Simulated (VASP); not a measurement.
Here is a VASP 6.6.1 calculation.

The input INCAR:

```
SYSTEM = Pb
PREC     = Accurate       ! precision mode
ENCUT    = 600            ! plane-wave cutoff, eV
EDIFF    = 1E-7           ! SCF threshold, eV
ISMEAR   = -1             ! smearing method
SIGMA    = 0.1            ! smearing width, eV
LREAL    = .False.        ! projectors in reciprocal space
LASPH    = .True.         ! aspherical terms in the spheres
NELM     = 100            ! most SCF steps
ALGO     = Normal         ! electronic algorithm
ISIF     = 4              ! what is computed and relaxed
LWAVE    = .False.        ! write WAVECAR
LCHARG   = .False.        ! write CHGCAR
GGA      = PE             ! functional
IBRION   = 2              ! ionic algorithm
NSW      = 50             ! ionic steps
EDIFFG   = -0.005         ! ionic threshold
```

KPOINTS

```
Automatic mesh
0
Gamma
  10 10 3
  0 0 0
```

File POSCAR:

```
Pb
1.0
    3.3849508764      0.0000000000      0.0000000000
   -1.6924754382      2.9314534495      0.0000000000
    0.0000000000      0.0000000000     10.9387258242
Pb
4
Direct
    0.0000000000      0.0000000000      0.0000000000
    0.0000000000      0.0000000000      0.5000000000
    0.3333333333      0.6666666667      0.2500000000
    0.6666666667      0.3333333333      0.7500000000
```

Potentials or basis: VASP PAW PBE potentials, release 64 (Pb_d).

Run with:

```console
$ cat potpaw_PBE.64/Pb_d/POTCAR > POTCAR
$ mpirun -np 1 vasp_std > vasp.out
```

**Question.** Predict the band gap on the k mesh.

**Answer.** Zero (bands 28 and 29 overlap by 8.01 eV).

Step by step:
```tsv
step	energy change (eV)	largest force (eV/Å)	pressure (GPa)	volume (Å³)
1	0.0000	0.0000	9.45	108.54
2	-0.0011	0.0000	9.44	108.54
3	-0.0012	0.0000	9.43	108.54
```

Caveat: spin-orbit coupling is left out, which moves the levels of the heavy elements.
